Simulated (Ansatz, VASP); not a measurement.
One calculation of SbPb, two programs

```
Sb Pb
1.0
     0.00000    3.07459    3.07459
     3.07459    0.00000    3.07459
     3.07459    3.07459    0.00000
Sb Pb
1 1
Cartesian
  3.0746 3.0746 3.0746
  0.0000 0.0000 0.0000
```

Alike in both runs: task single point; functional LDA; k mesh 8 × 8 × 8; occupations fermi-dirac, width 0.05 eV; no spin polarisation.

|  | VASP | Ansatz |
| --- | --- | --- |
| version | VASP 6.6.1 | Ansatz 0.2.0 |
| potentials or method | VASP PAW LDA potentials, release 64 (Sb, Pb_d), cutoff 520 eV | plane waves, PAW |
| valence electrons in the cell | 19 | 29 |

VASP gave:

| Property | Result |
| --- | --- |
| pressure (GPa) | 1.5 |

**Question.** Which values does Ansatz return?

**Answer.** Pressure (GPa): 1.4.

LDA's correlation is that of Perdew and Zunger in VASP and of Perdew and Wang (1992) in Ansatz. VASP's potentials hold 19 valence electrons a cell and Ansatz's 29, so a difference there can come from the potentials and not from the codes.

Neither program's run includes spin-orbit coupling.
